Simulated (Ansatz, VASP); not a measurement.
## SiO2 in VASP and in Ansatz

```xyz
6
Lattice="4.2734 0.0000 0.0000 0.0000 4.2734 0.0000 0.0000 0.0000 2.6990" Properties=species:S:1:pos:R:3 pbc="T T T"
Si    0.0000    0.0000    0.0000
Si    2.1367    2.1367    1.3495
O     1.3153    1.3153    0.0000
O     0.8215    3.4520    1.3495
O     2.9582    2.9582    0.0000
O     3.4520    0.8215    1.3495
```

Alike in both runs: functional RPBE; k mesh 6 × 6 × 8; occupations gaussian, width 0.02 eV; no spin polarisation.

Ansatz relaxed the structure, and its values are those at the end. VASP's run is a single point on that final structure, the one shown.

|  | VASP | Ansatz |
| --- | --- | --- |
| version | VASP 6.6.1 | Ansatz 0.2.0 |
| potentials or method | VASP PAW PBE potentials, release 64 (Si, O), cutoff 520 eV | scalar-relativistic, plane waves, PAW |
| valence electrons in the cell | 32 | 32 |

|  | VASP | Ansatz | Ansatz less VASP |
| --- | --- | --- | --- |
| gap on the k mesh at the Fermi level (eV) | 4.81 | 4.82 | +0.016 |
| least direct gap on the mesh (eV) | 4.81 | 4.82 | +0.016 |
| pressure (GPa) | -0.5 | 0.0 | +0.47 |
| rms of the force components (eV/Å) | 0.003 | 0.000 | -0.0031 |

VASP's potentials were made for PBE, not for RPBE. The functional is the same, so the differences come from potentials, cutoffs and numerics.
